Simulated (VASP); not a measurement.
# HfSiO4 (I4_1/amd) in VASP: notebook

Runs on HfSiO4. Level: PBE. Tasks: single point.

Everything below comes from runs of VASP 6.6.1. Logs are shortened: lines on timing, memory, paths and dates and some standing lists are left out, and cuts for length are marked.

### Step 1. The cell of the first run

It takes space group I4_1/amd (No. 141, tetragonal). Conventional cell: a = 6.572 Å, b = 6.572 Å, c = 6.082 Å, α = 90.00°, β = 90.00°, γ = 90.00°. Hf (site symmetry -4m2) has 8 O at 2.11 to 2.29 Å within 2.8 Å. Si (site symmetry -4m2) has 4 O at 1.64 Å within 2.2 Å. Within 2.2 Å of O (site symmetry m) lie 1 Si at 1.64 Å and 1 Hf at 2.11 Å.

### Step 2. Single point, PBE (z stretched by +2 %, then relaxed in part)

INCAR reads:

```
PREC = Accurate
ENCUT = 520
EDIFF = 1E-7
ISMEAR = -1
SIGMA = 0.02
LREAL = F
LASPH = T
NELM = 60
ALGO = Normal
ISIF = 2
LWAVE = F
LCHARG = F
GGA = PE
NBANDS = 50
```

KPOINTS reads:

```
Automatic mesh
0
Gamma
  7 7 7
```

POSCAR reads:

```
HfSiO4
1.0
   -3.2862500000      3.2862500000      3.0412320000
    3.2862500000     -3.2862500000      3.0412320000
    3.2862500000      3.2862500000     -3.0412320000
Hf Si O
2 2 8
Direct
    0.7500000000      0.2500000000      0.5000000000
    0.0000000000      0.0000000000      0.0000000000
    0.2500000000      0.7500000000      0.5000000000
    0.5000000000      0.5000000000      0.0000000000
    0.1348211004      0.3198051549      0.8150159455
    0.0698051549      0.7547892094      0.6849840545
    0.5047892094      0.3198051549      0.1849840545
    0.0698051549      0.3848211004      0.3150159455
    0.6151788996      0.9301948451      0.6849840545
    0.6801948451      0.8651788996      0.1849840545
    0.2452107906      0.9301948451      0.3150159455
    0.6801948451      0.4952107906      0.8150159455
```

Potentials or basis: VASP PAW PBE potentials, release 64 (Hf_pv, Si, O).

Run with:

```console
$ cat potpaw_PBE.64/Hf_pv/POTCAR potpaw_PBE.64/Si/POTCAR potpaw_PBE.64/O/POTCAR > POTCAR
$ mpirun -np 1 vasp_std > vasp.out
```

OUTCAR:

```text
PREC = Accurate
   ENCUT = 520
   EDIFF = 1E-7
   ISMEAR = -1
   LREAL = F
   LASPH = T
   NELM = 60
   ISIF = 2
   GGA = PE

 ion  position               nearest neighbor table
   1  0.750  0.250  0.500-   7 2.11  12 2.11  10 2.11   5 2.11   6 2.29  11 2.29   9 2.29   8 2.29
                             3 3.04   3 3.04   2 3.62   2 3.62   2 3.62   2 3.62
   2  0.000  0.000  0.000-   6 2.11  11 2.11   9 2.11   8 2.11   7 2.29  12 2.29   5 2.29  10 2.29
                             4 3.04   4 3.04   1 3.62   1 3.62   1 3.62   1 3.62
   3  0.250  0.750  0.500-   6 1.64   8 1.64   9 1.64  11 1.64   1 3.04   1 3.04
   4  0.500  0.500  0.000-   5 1.64   7 1.64  10 1.64  12 1.64   2 3.04   2 3.04
   5  0.135  0.320  0.815-   4 1.64   1 2.11   2 2.29
   6  0.070  0.755  0.685-   3 1.64   2 2.11   1 2.29
   7  0.505  0.320  0.185-   4 1.64   1 2.11   2 2.29
   8  0.070  0.385  0.315-   3 1.64   2 2.11   1 2.29
   9  0.615  0.930  0.685-   3 1.64   2 2.11   1 2.29
  10  0.680  0.865  0.185-   4 1.64   1 2.11   2 2.29
  11  0.245  0.930  0.315-   3 1.64   2 2.11   1 2.29
  12  0.680  0.495  0.815-   4 1.64   1 2.11   2 2.29

  LATTYP: Found a body centered tetragonal cell.
 ALAT       =     6.5725000000
 C/A-ratio  =     0.9254414606

  Lattice vectors:

 A1 = (  -3.2862500000,   3.2862500000,   3.0412320000)
 A2 = (   3.2862500000,  -3.2862500000,   3.0412320000)
 A3 = (   3.2862500000,   3.2862500000,  -3.0412320000)

Analysis of symmetry for initial positions (statically):
=====================================================================
 Subroutine PRICEL returns:
 Original cell was already a primitive cell.

 Routine SETGRP: Setting up the symmetry group for a
 body centered tetragonal supercell.

 Subroutine GETGRP returns: Found 16 space group operations
 (whereof  8 operations were pure point group operations)
 out of a pool of 16 trial point group operations.

The static configuration has the point symmetry D_2d.
 The point group associated with its full space group is D_4h.

Analysis of symmetry for dynamics (positions and initial velocities):
=====================================================================
 Subroutine PRICEL returns:
 Original cell was already a primitive cell.

 Routine SETGRP: Setting up the symmetry group for a
 body centered tetragonal supercell.

 Subroutine GETGRP returns: Found 16 space group operations
 (whereof  8 operations were pure point group operations)
 out of a pool of 16 trial point group operations.

The dynamic configuration has the point symmetry D_2d.
 The point group associated with its full space group is D_4h.

 Subroutine INISYM returns: Found 16 space group operations
 (whereof  8 operations are pure point group operations),
 and found     1 'primitive' translations

----------------------------------------------------------------------------------------

                                     Primitive cell

  volume of cell :     131.3744

  direct lattice vectors                    reciprocal lattice vectors
    -3.286250000  3.286250000  3.041232000     0.000000000  0.152149106  0.164407056
     3.286250000 -3.286250000  3.041232000     0.152149106  0.000000000  0.164407056
     3.286250000  3.286250000 -3.041232000     0.152149106  0.152149106  0.000000000

  length of vectors
     5.554094904  5.554094904  5.554094904     0.224006765  0.224006765  0.215171329

  position of ions in fractional coordinates (direct lattice)
     0.750000000  0.250000000  0.500000000
     0.000000000  0.000000000  0.000000000
     0.250000000  0.750000000  0.500000000
     0.500000000  0.500000000  0.000000000
     0.134821100  0.319805155  0.815015946
     0.069805155  0.754789209  0.684984054
     0.504789209  0.319805155  0.184984054
     0.069805155  0.384821100  0.315015946
     0.615178900  0.930194845  0.684984054
     0.680194845  0.865178900  0.184984054
     0.245210791  0.930194845  0.315015946
     0.680194845  0.495210791  0.815015946

  ion indices of the primitive-cell ions
   primitive index   ion index
                 1           1
                 2           2
                 3           3
                 4           4
                 5           5
                 6           6
                 7           7
                 8           8
                 9           9
                10          10
                11          11
                12          12

----------------------------------------------------------------------------------------

 KPOINTS: Automatic mesh

Automatic generation of k-mesh.
 Grid dimensions read from file:
 generate k-points for:    7    7    7

 Generating k-lattice:

  Cartesian coordinates                     Fractional coordinates (reciprocal lattice)
     0.000000000  0.021735587  0.023486722     0.142857143 -0.000000000  0.000000000
     0.021735587  0.000000000  0.023486722    -0.000000000  0.142857143  0.000000000
     0.021735587  0.021735587  0.000000000     0.000000000  0.000000000  0.142857143

  Length of vectors
     0.032000966  0.032000966  0.030738761

  Shift w.r.t. Gamma in fractional coordinates (k-lattice)
     0.000000000  0.000000000  0.000000000

 Subroutine IBZKPT returns following result:
 ===========================================

 Found     40 irreducible k-points:

 Following reciprocal coordinates:
            Coordinates               Weight
  0.000000  0.000000  0.000000      1.000000
  0.142857 -0.000000  0.000000      8.000000
  0.285714 -0.000000  0.000000      8.000000
  0.428571 -0.000000  0.000000      8.000000
  0.142857  0.142857  0.000000      8.000000
  0.285714  0.142857  0.000000     16.000000
[... 16 lines left out ...]
 -0.142857  0.285714  0.142857      8.000000
 -0.428571  0.428571  0.142857      8.000000
 [... further k-points ...]
   k-points           NKPTS =     40   k-points in BZ     NKDIM =     40   number of bands    NBANDS=     50
   number of dos      NEDOS =    301   number of ions     NIONS =     12
   total plane-waves  NPLWV =  74088
   dimension x,y,z NGX =    42 NGY =   42 NGZ =   42
   dimension x,y,z NGXF=    84 NGYF=   84 NGZF=   84
   ions per type =               2   2   8
   NGX,Y,Z   is equivalent  to a cutoff of  12.57, 12.57, 12.57 a.u.
   NGXF,Y,Z  is equivalent  to a cutoff of  25.14, 25.14, 25.14 a.u.
 SYSTEM =  unknown system
   PREC   = accura    normal or accurate (medium, high low for compatibility)
   ISTART =      0    job   : 0-new  1-cont  2-samecut
   ICHARG =      2    charge: 1-file 2-atom 10-const
   ISPIN  =      1    spin polarized calculation?
   LNONCOLLINEAR =      F non collinear calculations
   LSORBIT =      F    spin-orbit coupling
   LASPH  =      T    aspherical Exc in radial PAW
   ENCUT  =  520.0 eV  38.22 Ry    6.18 a.u.  10.33 10.33 10.33*2*pi/ulx,y,z
   NELM   =     60;   NELMIN=  2; NELMDL= -5     # of ELM steps
   EDIFF  = 0.1E-06   stopping-criterion for ELM
   LREAL  =      F    real-space projection
   EDIFFG = 0.1E-05   stopping-criterion for IOM
   NSW    =      0    number of steps for IOM
   IBRION =     -1    ionic relax: 0-MD 1-quasi-New 2-CG
   NFREE  =      0    steps in history (QN), initial steepest desc. (CG)
   ISIF   =      2    stress and relaxation
   ISYM   =      2    0-nonsym 1-usesym 2-fastsym
   POTIM  = 0.5000    time-step for ionic-motion
   TEBEG  =    0.0;   TEEND  =   0.0 temperature during run
   PSTRESS=    0.0 pullay stress
   NELECT =      76.0000    total number of electrons
   NUPDOWN=      -1.0000    fix difference up-down
   EMIN   =  10.00;   EMAX   =-10.00  energy-range for DOS
   EFERMI =   0.00;   METHOD = LEGACY
   ISMEAR =    -1;   SIGMA  =   0.02  broadening in eV -4-tet -1-fermi 0-gaus
   EFERMI_NEDOS =   21; number of points for ismear=-14 and -15
   IALGO  =     38    algorithm
   IMIX   =      4    mixing-type and parameters
     AMIX     =   0.40;   BMIX     =  1.00
     AMIX_MAG =   1.60;   BMIX_MAG =  1.00
  volume/ion in A,a.u.               =      10.95        73.88
  Fermi-wavevector in a.u.,A,eV,Ry     =   1.364088  2.577753 25.316858  1.860737
  Thomas-Fermi vector in A             =   2.490434
   LORBIT       =      0    0 simple, 1 ext, 2 COOP (PROOUT), +10 PAW based schemes
   GGA     = PE    functional components
   LHFCALC =     F    Hartree Fock is set to
   AEXX    =    0.0000 exact exchange contribution
   IVDW    =     0    specifies the selected vdW correction
   LEPSILON=     F    determine dielectric tensor
   LRPA    =     F    only Hartree local field effects (RPA)
 non-spin polarized calculation
  energy-cutoff  :      520.00
  volume of cell :      131.37
 maximum number of plane-waves:      3579
 NGX is ok and might be reduce to    42
   NGX = 21   NGY = 21   NGZ = 21

 number of electron      75.9999999 magnetization

 Free energy of the ion-electron system (eV)
  ---------------------------------------------------
  ext. energy  EPLUGINS =         0.00000000
  ---------------------------------------------------
  free energy    TOTEN  =      -108.63381292 eV

  energy without entropy =     -108.63381292  energy(sigma->0) =     -108.63381292

 E-fermi :   3.6194     XC(G=0): -11.0046

 val. band max:        3.1720927278   @ k =   0.0000   0.0000   0.0000
 cond. band min:       8.4958870198   @ k =   0.2857   0.2857   0.1429
 fundamental gap:      5.3237942920
 Fermi energy:         3.6193963348

 k-point     1 :       0.0000    0.0000    0.0000
  band No.  band energies     occupation
      1     -26.2487      2.00000
      2     -26.2487      2.00000
      3     -26.1711      2.00000
      4     -26.1614      2.00000
      5     -26.0868      2.00000
      6     -26.0868      2.00000
[... 42 lines left out ...]
     49      12.2432      0.00000
     50      12.8214      0.00000

 k-point     2 :       0.1429   -0.0000    0.0000
  band No.  band energies     occupation
      1     -26.2499      2.00000
      2     -26.2472      2.00000
      3     -26.1691      2.00000
      4     -26.1647      2.00000
      5     -26.0885      2.00000
      6     -26.0858      2.00000
[... 42 lines left out ...]
     49      12.1732      0.00000
     50      12.8057      0.00000

 k-point     3 :       0.2857   -0.0000    0.0000
  band No.  band energies     occupation
      1     -26.2524      2.00000
      2     -26.2419      2.00000
      3     -26.1876      2.00000
      4     -26.1487      2.00000
      5     -26.0948      2.00000
      6     -26.0836      2.00000
[... 42 lines left out ...]
     49      12.0513      0.00000
     50      12.6721      0.00000

 k-point     4 :       0.4286   -0.0000    0.0000
  band No.  band energies     occupation
      1     -26.2544      2.00000
      2     -26.2310      2.00000
      3     -26.2091      2.00000
      4     -26.1281      2.00000
      5     -26.1074      2.00000
      6     -26.0818      2.00000
[... 999 lines left out ...]
 k-point    23 :      -0.1429    0.2857    0.1429
  band No.  band energies     occupation
      1     -26.2537      2.00000
      2     -26.2265      2.00000
      3     -26.2093      2.00000
      4     -26.1268      2.00000
      5     -26.1097      2.00000
      6     -26.0824      2.00000
[... 42 lines left out ...]
     49      12.5041      0.00000
     50      12.6767      0.00000

 k-point    24 :      -0.4286    0.4286    0.1429
  band No.  band energies     occupation
      1     -26.2499      2.00000
      2     -26.2348      2.00000
      3     -26.1877      2.00000
      4     -26.1515      2.00000
      5     -26.1008      2.00000
      6     -26.0853      2.00000
[... 42 lines left out ...]
     49      12.4580      0.00000
     50      12.6811      0.00000

 [... further k-points ...]
[... 5 lines left out ...]
  --------------------------------------------------------------------------------------
  -------------------------------------------------------------------------------------
  Total        1.5355681      1.5355681     -2.6123793      0.0000000      0.0000000      0.0000000
  in kB       18.7270306     18.7270306    -31.8592888      0.0000000      0.0000000      0.0000000
  external PRESSURE =       1.8649241 kB  Pullay stress =       0.0000000 kB

 VOLUME and BASIS-vectors are now :
 -----------------------------------------------------------------------------
  energy-cutoff  :      520.00
  volume of cell :      131.37
      direct lattice vectors                 reciprocal lattice vectors
    -3.286250000  3.286250000  3.041232000     0.000000000  0.152149106  0.164407056
     3.286250000 -3.286250000  3.041232000     0.152149106  0.000000000  0.164407056
     3.286250000  3.286250000 -3.041232000     0.152149106  0.152149106  0.000000000

 POSITION                                       TOTAL-FORCE (eV/Angst)
 -----------------------------------------------------------------------------------
     -0.00000      3.28625      1.52062        -0.000000      0.000000      0.000000
      0.00000      0.00000      0.00000         0.000000      0.000000      0.000000
      3.28625     -0.00000      1.52062        -0.000000      0.000000      0.000000
      0.00000      0.00000      3.04123        -0.000000      0.000000      0.000000
      3.28625      2.07044     -1.09603         0.000000     -0.143433     -0.127682
      4.50206      0.00000      0.42459         0.143433      0.000000     -0.127682
      0.00000      1.21581      1.94520        -0.000000      0.143433     -0.127682
      2.07044      0.00000      0.42459        -0.143433      0.000000     -0.127682
      3.28625      1.21581      2.61664         0.000000      0.143433      0.127682
      1.21581      0.00000      4.13726         0.143433      0.000000      0.127682
      3.28625     -1.21581      2.61664         0.000000     -0.143433      0.127682
      2.07044      3.28625      1.09603        -0.143433      0.000000      0.127682
 -----------------------------------------------------------------------------------
    total drift:                                0.000000     -0.000000      0.000000

  FREE ENERGIE OF THE ION-ELECTRON SYSTEM (eV)
  ---------------------------------------------------
  free  energy   TOTEN  =      -108.6338129214 eV

  energy  without entropy=     -108.6338129214  energy(sigma->0) =     -108.63381292
```

Run time: 6.1 min. Hardware: 1 thread of Intel Xeon Platinum 8259CL at 2.50GHz (Skylake/Cascade Lake), shared host; peak memory 0.39 GiB.

What came out:

* Free energy: -108.6338 eV
* Pressure: 0.2 GPa
* Largest force: 0.192 eV/Å
* Band gap on the k mesh: 5.32 eV (least direct gap 5.73 eV)

Forces in eV/Å, atoms in the order of the input:
```
Hf   0.000  0.000  0.000
Hf   0.000  0.000  0.000
Si   0.000  0.000  0.000
Si   0.000  0.000  0.000
O    0.000 -0.143 -0.128
O    0.143  0.000 -0.128
O    0.000  0.143 -0.128
O   -0.143  0.000 -0.128
O    0.000  0.143  0.128
O    0.143  0.000  0.128
O    0.000 -0.143  0.128
O   -0.143  0.000  0.128
```

Caveat: the cell differs from its parent crystal (z stretched by +2 %, then relaxed in part); spin-orbit coupling is left out, which moves the levels of the heavy elements; an odd mesh through Γ misses points on the zone boundary, where band edges can lie.

(Part 1 of 2 ends here.)
